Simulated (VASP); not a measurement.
# Zr4F (I-43m) in VASP: a series of runs

The runs below take Zr4F through single point, with PBE.

Everything below comes from runs of VASP 6.6.1. Logs are shortened: lines on timing, memory, paths and dates and some standing lists are left out, and cuts for length are marked.

### 1 The cell of the first run

It takes space group I-43m (No. 217, cubic). The conventional cell has a = 6.010 Å, b = 6.010 Å, c = 6.010 Å, α = 90.00°, β = 90.00°, γ = 90.00°. Within 3.0 Å of Zr (site symmetry 3m) lie 2 F at 2.30 to 2.91 Å. Within 3.0 Å of F (site symmetry -43m) lie 8 Zr at 2.30 to 2.91 Å.

### 2 Single point, PBE, collinear spin, ferromagnetic start

Input file INCAR:

```
PREC = Accurate
ENCUT = 520
EDIFF = 1E-7
ISMEAR = 0
SIGMA = 0.1
LREAL = False
LASPH = True
NELM = 150
ALGO = Normal
ISIF = 2
LWAVE = False
LCHARG = False
ISPIN = 2
MAGMOM = 1 1 1 1 0
LORBIT = 11
LMAXMIX = 4
GGA = PE
NBANDS = 40
```

Input file KPOINTS:

```
regular mesh
0
Gamma
  4 4 4
```

Input file POSCAR:

```
Zr4F
1.0
   -3.0049292819      3.0049292819      3.0049292819
    3.0049292819     -3.0049292819      3.0049292819
    3.0049292819      3.0049292819     -3.0049292819
Zr F
4 1
Direct
    0.4412003663      0.4412003663      0.4412003663
    0.5587996337      0.0000000000      0.0000000000
    0.0000000000      0.0000000000      0.5587996337
    0.0000000000      0.5587996337      0.0000000000
    0.0000000000      0.0000000000      0.0000000000
```

Potentials or basis: VASP PAW PBE potentials, release 64 (Zr_sv, F).

Command:

```
> cat potpaw_PBE.64/Zr_sv/POTCAR potpaw_PBE.64/F/POTCAR > POTCAR
> mpirun -np 1 vasp_std > vasp.out
```

OUTCAR:

```text
PREC = Accurate
   ENCUT = 520
   EDIFF = 1E-7
   ISMEAR = 0
   LREAL = False
   LASPH = True
   NELM = 150
   ISIF = 2
   ISPIN = 2
   LORBIT = 11
   GGA = PE

 ion  position               nearest neighbor table
   1  0.441  0.441  0.441-   5 2.30   4 3.05   2 3.05   2 3.05   3 3.05   4 3.05   3 3.05   3 3.75
                             4 3.75   2 3.75
   2  0.559  0.000  0.000-   5 2.30   3 3.05   1 3.05   4 3.05   1 3.05   3 3.05   4 3.05   3 3.75
                             4 3.75   1 3.75
   3  0.000  0.000  0.559-   5 2.30   4 3.05   1 3.05   2 3.05   2 3.05   4 3.05   1 3.05   2 3.75
                             4 3.75   1 3.75
   4  0.000  0.559  0.000-   5 2.30   3 3.05   1 3.05   2 3.05   2 3.05   3 3.05   1 3.05   2 3.75
                             3 3.75   1 3.75
   5  0.000  0.000  0.000-   1 2.30   2 2.30   3 2.30   4 2.30

  LATTYP: Found a body centered cubic cell.
 ALAT       =     6.0098585638

  Lattice vectors:

 A1 = (  -3.0049292819,   3.0049292819,   3.0049292819)
 A2 = (   3.0049292819,  -3.0049292819,   3.0049292819)
 A3 = (   3.0049292819,   3.0049292819,  -3.0049292819)

Analysis of symmetry for initial positions (statically):
=====================================================================
 Subroutine PRICEL returns:
 Original cell was already a primitive cell.

 Routine SETGRP: Setting up the symmetry group for a
 body centered cubic supercell.

 Subroutine GETGRP returns: Found 24 space group operations
 (whereof 24 operations were pure point group operations)
 out of a pool of 48 trial point group operations.

The static configuration has the point symmetry T_d .

Analysis of symmetry for dynamics (positions and initial velocities):
=====================================================================
 Subroutine PRICEL returns:
 Original cell was already a primitive cell.

 Routine SETGRP: Setting up the symmetry group for a
 body centered cubic supercell.

 Subroutine GETGRP returns: Found 24 space group operations
 (whereof 24 operations were pure point group operations)
 out of a pool of 48 trial point group operations.

The dynamic configuration has the point symmetry T_d .

Analysis of structural, dynamic, and magnetic symmetry:
=====================================================================
 Subroutine PRICEL returns:
 Original cell was already a primitive cell.

 Routine SETGRP: Setting up the symmetry group for a
 body centered cubic supercell.

 Subroutine GETGRP returns: Found 24 space group operations
 (whereof 24 operations were pure point group operations)
 out of a pool of 48 trial point group operations.

The overall configuration has the point symmetry T_d .

 Subroutine INISYM returns: Found 24 space group operations
 (whereof 24 operations are pure point group operations),
 and found     1 'primitive' translations

----------------------------------------------------------------------------------------

                                     Primitive cell

  volume of cell :     108.5332

  direct lattice vectors                    reciprocal lattice vectors
    -3.004929282  3.004929282  3.004929282     0.000000000  0.166393267  0.166393267
     3.004929282 -3.004929282  3.004929282     0.166393267  0.000000000  0.166393267
     3.004929282  3.004929282 -3.004929282     0.166393267  0.166393267  0.000000000

  length of vectors
     5.204690189  5.204690189  5.204690189     0.235315615  0.235315615  0.235315615

  position of ions in fractional coordinates (direct lattice)
     0.441200366  0.441200366  0.441200366
     0.558799634  0.000000000  0.000000000
     0.000000000  0.000000000  0.558799634
     0.000000000  0.558799634  0.000000000
     0.000000000  0.000000000  0.000000000

  ion indices of the primitive-cell ions
   primitive index   ion index
                 1           1
                 2           2
                 3           3
                 4           4
                 5           5

----------------------------------------------------------------------------------------

 KPOINTS: regular mesh

Automatic generation of k-mesh.
 Grid dimensions read from file:
 generate k-points for:    4    4    4

 Generating k-lattice:

  Cartesian coordinates                     Fractional coordinates (reciprocal lattice)
     0.000000000  0.041598317  0.041598317     0.250000000  0.000000000  0.000000000
     0.041598317  0.000000000  0.041598317     0.000000000  0.250000000  0.000000000
     0.041598317  0.041598317  0.000000000     0.000000000  0.000000000  0.250000000

  Length of vectors
     0.058828904  0.058828904  0.058828904

  Shift w.r.t. Gamma in fractional coordinates (k-lattice)
     0.000000000  0.000000000  0.000000000

 Subroutine IBZKPT returns following result:
 ===========================================

 Found      8 irreducible k-points:

 Following reciprocal coordinates:
            Coordinates               Weight
  0.000000  0.000000  0.000000      1.000000
  0.250000  0.000000  0.000000     12.000000
  0.500000  0.000000  0.000000      6.000000
  0.250000  0.250000  0.000000     24.000000
  0.250000  0.250000  0.250000      2.000000
 -0.250000  0.250000  0.250000      6.000000
  0.500000  0.500000  0.250000     12.000000
  0.500000  0.500000  0.500000      1.000000
   k-points           NKPTS =      8   k-points in BZ     NKDIM =      8   number of bands    NBANDS=     40
   number of dos      NEDOS =    301   number of ions     NIONS =      5
   total plane-waves  NPLWV =  64000
   dimension x,y,z NGX =    40 NGY =   40 NGZ =   40
   dimension x,y,z NGXF=    80 NGYF=   80 NGZF=   80
   ions per type =               4   1
   NGX,Y,Z   is equivalent  to a cutoff of  12.78, 12.78, 12.78 a.u.
   NGXF,Y,Z  is equivalent  to a cutoff of  25.55, 25.55, 25.55 a.u.
 SYSTEM =  unknown system
   PREC   = accura    normal or accurate (medium, high low for compatibility)
   ISTART =      0    job   : 0-new  1-cont  2-samecut
   ICHARG =      2    charge: 1-file 2-atom 10-const
   ISPIN  =      2    spin polarized calculation?
   LNONCOLLINEAR =      F non collinear calculations
   LSORBIT =      F    spin-orbit coupling
   LASPH  =      T    aspherical Exc in radial PAW
   ENCUT  =  520.0 eV  38.22 Ry    6.18 a.u.   9.68  9.68  9.68*2*pi/ulx,y,z
   NELM   =    150;   NELMIN=  2; NELMDL= -5     # of ELM steps
   EDIFF  = 0.1E-06   stopping-criterion for ELM
   LREAL  =      F    real-space projection
   EDIFFG = 0.1E-05   stopping-criterion for IOM
   NSW    =      0    number of steps for IOM
   IBRION =     -1    ionic relax: 0-MD 1-quasi-New 2-CG
   NFREE  =      0    steps in history (QN), initial steepest desc. (CG)
   ISIF   =      2    stress and relaxation
   ISYM   =      2    0-nonsym 1-usesym 2-fastsym
   POTIM  = 0.5000    time-step for ionic-motion
   TEBEG  =    0.0;   TEEND  =   0.0 temperature during run
   PSTRESS=    0.0 pullay stress
   NELECT =      55.0000    total number of electrons
   NUPDOWN=      -1.0000    fix difference up-down
   EMIN   =  10.00;   EMAX   =-10.00  energy-range for DOS
   EFERMI =   0.00;   METHOD = LEGACY
   ISMEAR =     0;   SIGMA  =   0.10  broadening in eV -4-tet -1-fermi 0-gaus
   EFERMI_NEDOS =   21; number of points for ismear=-14 and -15
   IALGO  =     38    algorithm
   IMIX   =      4    mixing-type and parameters
     AMIX     =   0.40;   BMIX     =  1.00
     AMIX_MAG =   1.60;   BMIX_MAG =  1.00
  volume/ion in A,a.u.               =      21.71       146.48
  Fermi-wavevector in a.u.,A,eV,Ry     =   1.305193  2.466458 23.177924  1.703529
  Thomas-Fermi vector in A             =   2.436079
   LORBIT       =     11    0 simple, 1 ext, 2 COOP (PROOUT), +10 PAW based schemes
   GGA     = PE    functional components
   LHFCALC =     F    Hartree Fock is set to
   AEXX    =    0.0000 exact exchange contribution
   IVDW    =     0    specifies the selected vdW correction
   LEPSILON=     F    determine dielectric tensor
   LRPA    =     F    only Hartree local field effects (RPA)
 spin polarized calculation
 Gauss-broadening in eV      SIGMA  =   0.10
  energy-cutoff  :      520.00
  volume of cell :      108.53
 maximum number of plane-waves:      2952
 NGX is ok and might be reduce to    40
   NGX = 19   NGY = 19   NGZ = 19

 number of electron      55.0000002 magnetization       0.0002887

 Free energy of the ion-electron system (eV)
  ---------------------------------------------------
  ext. energy  EPLUGINS =         0.00000000
  ---------------------------------------------------
  free energy    TOTEN  =       -35.10807199 eV

  energy without entropy =      -35.07070250  energy(sigma->0) =      -35.08938724

 E-fermi :   7.8921     XC(G=0): -10.6627

 val. band max:        7.8906386825   @ k =   0.2500   0.2500   0.2500
 cond. band min:       7.9083429974   @ k =   0.2500   0.0000   0.0000
 fundamental gap:      0.0177043149
 Fermi energy:         7.8921269413

 spin component 1

 k-point     1 :       0.0000    0.0000    0.0000
  band No.  band energies     occupation
      1     -40.9666      1.00000
      2     -40.7879      1.00000
      3     -40.7879      1.00000
      4     -40.7879      1.00000
      5     -19.8676      1.00000
      6     -19.4186      1.00000
[... 31 lines left out ...]
     38      12.1805      0.00000
     39      12.5126      0.00000

 k-point     2 :       0.2500    0.0000    0.0000
  band No.  band energies     occupation
      1     -40.9395      1.00000
      2     -40.8129      1.00000
      3     -40.7902      1.00000
      4     -40.7884      1.00000
      5     -20.1455      1.00000
      6     -19.3974      1.00000
[... 241 lines left out ...]
     38      11.1469      0.00000
     39      11.9476      0.00000

 k-point     8 :       0.5000    0.5000    0.5000
  band No.  band energies     occupation
      1     -40.8718      1.00000
      2     -40.8718      1.00000
      3     -40.8718      1.00000
      4     -40.7142      1.00000
      5     -20.6483      1.00000
      6     -19.3266      1.00000
[... 31 lines left out ...]
     38      10.6586      0.00000
     39      11.7659      0.00000
 Fermi energy:         7.8921269413

 spin component 2

 k-point     1 :       0.0000    0.0000    0.0000
  band No.  band energies     occupation
      1     -40.9666      1.00000
      2     -40.7878      1.00000
      3     -40.7878      1.00000
      4     -40.7878      1.00000
      5     -19.8676      1.00000
      6     -19.4185      1.00000
[... 31 lines left out ...]
     38      12.1805      0.00000
     39      12.5126      0.00000

 k-point     2 :       0.2500    0.0000    0.0000
  band No.  band energies     occupation
      1     -40.9395      1.00000
      2     -40.8129      1.00000
      3     -40.7902      1.00000
      4     -40.7884      1.00000
      5     -20.1455      1.00000
      6     -19.3973      1.00000
[... 241 lines left out ...]
     38      11.1469      0.00000
     39      11.9476      0.00000

 k-point     8 :       0.5000    0.5000    0.5000
  band No.  band energies     occupation
      1     -40.8718      1.00000
      2     -40.8718      1.00000
      3     -40.8718      1.00000
      4     -40.7142      1.00000
      5     -20.6483      1.00000
      6     -19.3266      1.00000
[... 31 lines left out ...]
     38      10.6586      0.00000
     39      11.7659      0.00000
 [bands above 39 left out]

------------------------ aborting loop because EDIFF is reached ----------------------------------------

  FORCE on cell =-STRESS in cart. coord.  units (eV):
  Direction    XX          YY          ZZ          XY          YZ          ZX
  --------------------------------------------------------------------------------------
  -------------------------------------------------------------------------------------
  Total        0.2528610      0.2528610      0.2528610     -0.0000000     -0.0000000     -0.0000000
  in kB        3.7327567      3.7327567      3.7327567     -0.0000000     -0.0000000     -0.0000000
  external PRESSURE =       3.7327567 kB  Pullay stress =       0.0000000 kB

 VOLUME and BASIS-vectors are now :
 -----------------------------------------------------------------------------
  energy-cutoff  :      520.00
  volume of cell :      108.53
      direct lattice vectors                 reciprocal lattice vectors
    -3.004929282  3.004929282  3.004929282     0.000000000  0.166393267  0.166393267
     3.004929282 -3.004929282  3.004929282     0.166393267  0.000000000  0.166393267
     3.004929282  3.004929282 -3.004929282     0.166393267  0.166393267  0.000000000

 POSITION                                       TOTAL-FORCE (eV/Angst)
 -----------------------------------------------------------------------------------
      1.32578      1.32578      1.32578         0.008028      0.008028      0.008028
     -1.67915      1.67915      1.67915         0.008028     -0.008028     -0.008028
      1.67915      1.67915     -1.67915        -0.008028     -0.008028      0.008028
      1.67915     -1.67915      1.67915        -0.008028      0.008028     -0.008028
      0.00000      0.00000      0.00000        -0.000000      0.000000      0.000000
 -----------------------------------------------------------------------------------
    total drift:                                0.000001      0.000001      0.000001

  FREE ENERGIE OF THE ION-ELECTRON SYSTEM (eV)
  ---------------------------------------------------
  free  energy   TOTEN  =       -35.1080719907 eV

  energy  without entropy=      -35.0707024967  energy(sigma->0) =      -35.08938724

 total charge

# of ion       s       p       d       tot
------------------------------------------
    1        2.220   5.920   1.764   9.904
    2        2.220   5.920   1.764   9.904
    3        2.220   5.920   1.764   9.904
    4        2.220   5.920   1.764   9.904
    5        1.753   4.345   0.000   6.098
--------------------------------------------------
tot         10.633  28.026   7.055  45.714

 magnetization (x)

# of ion       s       p       d       tot
------------------------------------------
    1        0.000   0.000   0.000   0.000
    2        0.000   0.000   0.000   0.000
    3        0.000   0.000   0.000   0.000
    4        0.000   0.000   0.000   0.000
    5        0.000   0.000   0.000   0.000
--------------------------------------------------
tot          0.000   0.000   0.000   0.000
```

It took 62 s on 1 thread of Intel Xeon Platinum 8488C (Sapphire Rapids), shared host; peak memory 0.3 GiB.

Results:

```yaml
Free_energy: -35.1081 eV
Pressure: 0.4 GPa
Largest_force: 0.014 eV/Å
Net_moment: 0.00 μB per cell
Valence_electrons_inside_the_program's_atomic_spheres: Zr 9.90; F 6.10
```

Forces on the atoms (eV/Å):
```
Zr   0.008  0.008  0.008
Zr   0.008 -0.008 -0.008
Zr  -0.008 -0.008  0.008
Zr  -0.008  0.008 -0.008
F    0.000  0.000  0.000
```

Levels at points of the mesh, in eV from the Fermi level:
Spin up:
```
           k point  band 25  band 26  band 27  band 28  band 29  band 30
(0.00, 0.00, 0.00)    -1.20    -0.59    -0.59    -0.59    -0.13     2.08
(0.50, 0.00, 0.00)    -0.55    -0.28    -0.27     0.09     0.60     0.86
(0.50, 0.50, 0.50)    -0.46    -0.46    -0.21    -0.21    -0.21     0.05
```
Spin down:
```csv
k point,band 24,band 25,band 26,band 27,band 28,band 29,band 30,band 31
"(0.00, 0.00, 0.00)",-1.20,-1.20,-0.59,-0.59,-0.59,-0.13,2.08,2.08
"(0.50, 0.00, 0.00)",-0.93,-0.55,-0.28,-0.27,0.09,0.60,0.86,1.04
"(0.50, 0.50, 0.50)",-0.46,-0.46,-0.46,-0.21,-0.21,-0.21,0.05,0.05
```

Caveat: the k points lie up to 0.37 Å⁻¹ apart.

### 3 Single point, PBE

This run uses another cell than the first one, of 22.12 Å³/atom, 1.019 times its volume.

Input file INCAR:

```
PREC = Accurate
ENCUT = 520
EDIFF = 1E-6
ISMEAR = 0
SIGMA = 0.1
LREAL = F
LASPH = T
NELM = 60
ALGO = Normal
ISIF = 2
LWAVE = F
LCHARG = F
GGA = PE
NBANDS = 36
```

Input file KPOINTS:

```
regular mesh
0
Gamma
  10 10 10
```

Input file POSCAR:

```
Zr4F
1.0
   -3.0238536661      3.0238536661      3.0238536661
    3.0238536661     -3.0238536661      3.0238536661
    3.0238536661      3.0238536661     -3.0238536661
Zr F
4 1
Direct
    0.4308024034      0.4308024034      0.4308024034
    0.5691975966      0.0000000000      0.0000000000
    0.0000000000      0.0000000000      0.5691975966
    0.0000000000      0.5691975966      0.0000000000
    0.0000000000      0.0000000000      0.0000000000
```

Potentials or basis: VASP PAW PBE potentials, release 64 (Zr_sv, F).

Command:

```
> cat potpaw_PBE.64/Zr_sv/POTCAR potpaw_PBE.64/F/POTCAR > POTCAR
> mpirun -np 1 vasp_std > vasp.out
```

Run time: 89 s. Hardware: 1 thread of Intel Xeon Platinum 8488C (Sapphire Rapids), shared host; peak memory 0.33 GiB.

Results (log left out):

```
Free energy   : -35.0789 eV
Pressure      : 0.1 GPa
Largest force : 0.015 eV/Å
```

Forces on the atoms (eV/Å):
```
Zr   0.009  0.009  0.009
Zr   0.009 -0.009 -0.009
Zr  -0.009 -0.009  0.009
Zr  -0.009  0.009 -0.009
F    0.000  0.000  0.000
```

Levels at points of the mesh, in eV from the Fermi level:
```
           k point  band 26  band 27  band 28  band 29  band 30  band 31
(0.00, 0.00, 0.00)    -0.55    -0.55    -0.55     0.18     1.94     1.94
(0.50, 0.00, 0.00)    -0.36    -0.26     0.05     0.69     0.84     1.00
(0.50, 0.50, 0.50)    -0.23    -0.12    -0.12    -0.12     0.02     0.02
```

Caveat: an odd number of electrons without spin polarisation forces a metal; a magnetic or distorted state may lie lower.
